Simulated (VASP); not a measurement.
# Cl (P1) in VASP: single point with PBE

Aim: the single point of Cl with PBE.

Program: VASP 6.6.1. These are calculated values, not measurements. Logs are shortened: lines on timing, memory, paths and dates and some standing lists are left out, and cuts for length are marked.

## (1) The cell of the first run

The typed cell holds 4 atoms: a = 3.867 Å, b = 3.867 Å, c = 8.210 Å, α = 90.00°, β = 90.00°, γ = 71.16°.

## (2) Single point, PBE

INCAR reads:

```
  PREC = Accurate
  ENCUT = 520
  EDIFF = 1E-6
  ISMEAR = -1
  SIGMA = 0.08
  LREAL = False
  LASPH = True
  NELM = 80
  ALGO = Normal
  ISIF = 2
  LWAVE = False
  LCHARG = False
  GGA = PE
  NBANDS = 22
```

KPOINTS reads:

```
regular mesh
0
Gamma
  5 5 3
```

POSCAR reads:

```
Cl
1.0
    3.1450000000     -2.2500000000      0.0000000000
    3.1450000000      2.2500000000      0.0000000000
    0.0000000000      0.0000000000      8.2100000000
Cl
4
Direct
    0.8969900664      0.1609336220      0.0948224117
    0.5978456089      0.3579016089      0.6084488429
    0.1501557566      0.8720175344      0.8960114495
    0.3550085681      0.6091472348      0.4007172960
```

Potentials or basis: VASP PAW PBE potentials, release 64 (Cl).

Run with:

```sh
cat potpaw_PBE.64/Cl/POTCAR > POTCAR
mpirun -np 1 vasp_std > vasp.out
```

OUTCAR:

```text
PREC = Accurate
   ENCUT = 520
   EDIFF = 1E-6
   ISMEAR = -1
   LREAL = False
   LASPH = True
   NELM = 80
   ISIF = 2
   GGA = PE

 ion  position               nearest neighbor table
   1  0.897  0.161  0.095-   3 2.04
   2  0.598  0.358  0.608-   4 2.04
   3  0.150  0.872  0.896-   1 2.04
   4  0.355  0.609  0.401-   2 2.04

  LATTYP: Found a base centered orthorhombic cell.
 ALAT       =     4.5000000000
 B/A-ratio  =     1.3977777778
 C/A-ratio  =     1.8244444444

  Lattice vectors:

 A1 = (  -3.1450000000,  -2.2500000000,   0.0000000000)
 A2 = (   3.1450000000,  -2.2500000000,   0.0000000000)
 A3 = (   0.0000000000,   0.0000000000,   8.2100000000)

Analysis of symmetry for initial positions (statically):
=====================================================================
 Subroutine PRICEL returns:
 Original cell was already a primitive cell.

 Routine SETGRP: Setting up the symmetry group for a
 base centered orthorhombic supercell.

 Subroutine GETGRP returns: Found  1 space group operations
 (whereof  1 operations were pure point group operations)
 out of a pool of  8 trial point group operations.

The static configuration has the point symmetry C_1 .

Analysis of symmetry for dynamics (positions and initial velocities):
=====================================================================
 Subroutine PRICEL returns:
 Original cell was already a primitive cell.

 Routine SETGRP: Setting up the symmetry group for a
 base centered orthorhombic supercell.

 Subroutine GETGRP returns: Found  1 space group operations
 (whereof  1 operations were pure point group operations)
 out of a pool of  8 trial point group operations.

The dynamic configuration has the point symmetry C_1 .

 Subroutine INISYM returns: Found  1 space group operations
 (whereof  1 operations are pure point group operations),
 and found     1 'primitive' translations

----------------------------------------------------------------------------------------

                                     Primitive cell

  volume of cell :     116.1920

  direct lattice vectors                    reciprocal lattice vectors
     3.145000000 -2.250000000  0.000000000     0.158982512 -0.222222222  0.000000000
     3.145000000  2.250000000  0.000000000     0.158982512  0.222222222  0.000000000
[... 87 lines left out ...]
   ENCUT  =  520.0 eV  38.22 Ry    6.18 a.u.   7.19  7.19 15.27*2*pi/ulx,y,z
   NELM   =     80;   NELMIN=  2; NELMDL= -5     # of ELM steps
   EDIFF  = 0.1E-05   stopping-criterion for ELM
   LREAL  =      F    real-space projection
   EDIFFG = 0.1E-04   stopping-criterion for IOM
   NSW    =      0    number of steps for IOM
   IBRION =     -1    ionic relax: 0-MD 1-quasi-New 2-CG
   NFREE  =      0    steps in history (QN), initial steepest desc. (CG)
   ISIF   =      2    stress and relaxation
   ISYM   =      2    0-nonsym 1-usesym 2-fastsym
   POTIM  = 0.5000    time-step for ionic-motion
   TEBEG  =    0.0;   TEEND  =   0.0 temperature during run
   PSTRESS=    0.0 pullay stress
   NELECT =      28.0000    total number of electrons
   NUPDOWN=      -1.0000    fix difference up-down
   EMIN   =  10.00;   EMAX   =-10.00  energy-range for DOS
   EFERMI =   0.00;   METHOD = LEGACY
   ISMEAR =    -1;   SIGMA  =   0.08  broadening in eV -4-tet -1-fermi 0-gaus
   EFERMI_NEDOS =   21; number of points for ismear=-14 and -15
   IALGO  =     38    algorithm
   IMIX   =      4    mixing-type and parameters
     AMIX     =   0.40;   BMIX     =  1.00
     AMIX_MAG =   1.60;   BMIX_MAG =  1.00
  volume/ion in A,a.u.               =      29.05       196.03
  Fermi-wavevector in a.u.,A,eV,Ry     =   1.018753  1.925163 14.120900  1.037857
  Thomas-Fermi vector in A             =   2.152228
   LORBIT       =      0    0 simple, 1 ext, 2 COOP (PROOUT), +10 PAW based schemes
   GGA     = PE    functional components
   LHFCALC =     F    Hartree Fock is set to
   AEXX    =    0.0000 exact exchange contribution
   IVDW    =     0    specifies the selected vdW correction
   LEPSILON=     F    determine dielectric tensor
   LRPA    =     F    only Hartree local field effects (RPA)
 non-spin polarized calculation
  energy-cutoff  :      520.00
  volume of cell :      116.19
 maximum number of plane-waves:      3157
 NGX is ok and might be reduce to    30
   NGX = 15   NGY = 15   NGZ = 31

 number of electron      28.0000001 magnetization

 Free energy of the ion-electron system (eV)
  ---------------------------------------------------
  ext. energy  EPLUGINS =         0.00000000
  ---------------------------------------------------
  free energy    TOTEN  =        -7.28695973 eV

  energy without entropy =       -7.28695914  energy(sigma->0) =       -7.28695944

 E-fermi :   0.5825     XC(G=0):  -7.7438

 val. band max:       -0.6317743430   @ k =   0.0000  -0.4000  -0.3333
 cond. band min:       1.7365152407   @ k =   0.0000   0.0000   0.0000
 fundamental gap:      2.3682895838
 Fermi energy:         0.5825245511

 k-point     1 :       0.0000    0.0000    0.0000
  band No.  band energies     occupation
      1     -17.0825      2.00000
      2     -16.8469      2.00000
      3     -13.3004      2.00000
      4     -12.7331      2.00000
      5      -5.8655      2.00000
      6      -5.0394      2.00000
[... 589 lines left out ...]
     21       9.9235      0.00000
     22      10.1864      0.00000

 [... further k-points ...]

------------------------ aborting loop because EDIFF is reached ----------------------------------------

  FORCE on cell =-STRESS in cart. coord.  units (eV):
  Direction    XX          YY          ZZ          XY          YZ          ZX
  --------------------------------------------------------------------------------------
  -------------------------------------------------------------------------------------
  Total        0.9063099     -0.3926013     -1.1706567     -0.0547452     -0.1002756     -0.0922677
  in kB       12.4971497     -5.4135981    -16.1422404     -0.7548835     -1.3827046     -1.2722843
  external PRESSURE =      -3.0195629 kB  Pullay stress =       0.0000000 kB

 VOLUME and BASIS-vectors are now :
 -----------------------------------------------------------------------------
  energy-cutoff  :      520.00
  volume of cell :      116.19
      direct lattice vectors                 reciprocal lattice vectors
     3.145000000 -2.250000000  0.000000000     0.158982512 -0.222222222  0.000000000
     3.145000000  2.250000000  0.000000000     0.158982512  0.222222222  0.000000000
     0.000000000  0.000000000  8.210000000     0.000000000  0.000000000  0.121802680

 POSITION                                       TOTAL-FORCE (eV/Angst)
 -----------------------------------------------------------------------------------
      3.32717     -1.65613      0.77849        -0.114408     -0.404035     -0.285270
      3.00582     -0.53987      4.99537         0.039971      0.289459     -0.396249
      3.21474      1.62419      7.35625         0.055092      0.391358      0.315812
      3.03227      0.57181      3.28989         0.019345     -0.276782      0.365707
 -----------------------------------------------------------------------------------
    total drift:                               -0.000126      0.000111     -0.000106

  FREE ENERGIE OF THE ION-ELECTRON SYSTEM (eV)
  ---------------------------------------------------
  free  energy   TOTEN  =        -7.2869597294 eV

  energy  without entropy=       -7.2869591441  energy(sigma->0) =       -7.28695944
```

stdout:

```text
POSCAR found type information on POSCAR Cl
 POSCAR found :  1 types and       4 ions
 scaLAPACK will be used
 LDA part: xc-table for (Slater+PW92), standard interpolation
 POSCAR, INCAR and KPOINTS ok, starting setup
 FFT: planning ... GRIDC
 FFT: planning ... GRID_SOFT
 FFT: planning ... GRID
 WAVECAR not read
 entering main loop
```

It took 62 s on 1 thread of AMD EPYC 7R13 (Zen 3), shared host; peak memory 0.22 GiB.

What came out:

```yaml
Free_energy: -7.2870 eV
Pressure: -0.3 GPa
Largest_force: 0.508 eV/Å
Band_gap_on_the_k_mesh: 2.37 eV (least direct gap 2.43 eV)
```

Forces on the atoms (eV/Å):
```
Cl  -0.114 -0.404 -0.285
Cl   0.040  0.289 -0.396
Cl   0.055  0.391  0.316
Cl   0.019 -0.277  0.366
```

Stress tensor (GPa, compression positive):
```
 1.25 -0.08 -0.13
-0.08 -0.54 -0.14
-0.13 -0.14 -1.61
```

Caveat: this functional lacks dispersion, which holds the molecules together, so the pressure and a relaxed volume are unreliable; an odd mesh through Γ misses points on the zone boundary, where band edges can lie. PBE gaps usually lie below the measured ones, often by a third to a half.
